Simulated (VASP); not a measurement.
Wanted: the native input for a VASP 6.6.1 run.

```yaml
Task: single point
Functional: LDA
Potentials_or_basis: VASP PAW LDA potentials, release 64 (Ba_sv, O_h)
Cutoff: 1340 eV
k_mesh: 6 × 6 × 6
Occupations: gaussian, width 0.01 eV
Spin: no spin polarisation
Dipole_correction: no
Further_INCAR_settings: ALGO = Normal; EDIFF = 1e-06; NBANDS = 15
```

The structure of BaO lies in POSCAR:

```
BaO
1.0
    0.0000000000      2.7718674917      2.7718674917
    2.7718674917      0.0000000000      2.7718674917
    2.7718674917      2.7718674917      0.0000000000
Ba O
1 1
Direct
    0.0000000000      0.0000000000      0.0000000000
    0.5000000000      0.5000000000      0.5000000000
```

These files were run (other wordings do the same):

INCAR

```
ALGO = Normal
EDIFF = 1E-6
ENCUT = 1340
GGA = CA
GGA_COMPAT = False
ISIF = 2
ISMEAR = 0
LASPH = True
LCHARG = False
LREAL = False
LWAVE = False
NBANDS = 15
NELM = 120
PREC = Accurate
SIGMA = 0.01
```

KPOINTS

```
k-points
0
Gamma
  6 6 6
```

Potentials or basis: VASP PAW LDA potentials, release 64 (Ba_sv, O_h).

Run with:

```console
$ cat potpaw_LDA.64/Ba_sv/POTCAR potpaw_LDA.64/O_h/POTCAR > POTCAR
$ mpirun -np 1 vasp_std > vasp.out
```

It gave:

* Pressure: -2.8 GPa
* Band gap on the k mesh: 1.84 eV

Caveat: spin-orbit coupling is left out, which moves the levels of the heavy elements.

Wall time 41 s on 1 thread of Intel(R) Xeon(R) Platinum 8259CL CPU @ 2.50GHz (Skylake/Cascade Lake), with other jobs on the host, peak memory 0.3 GiB.
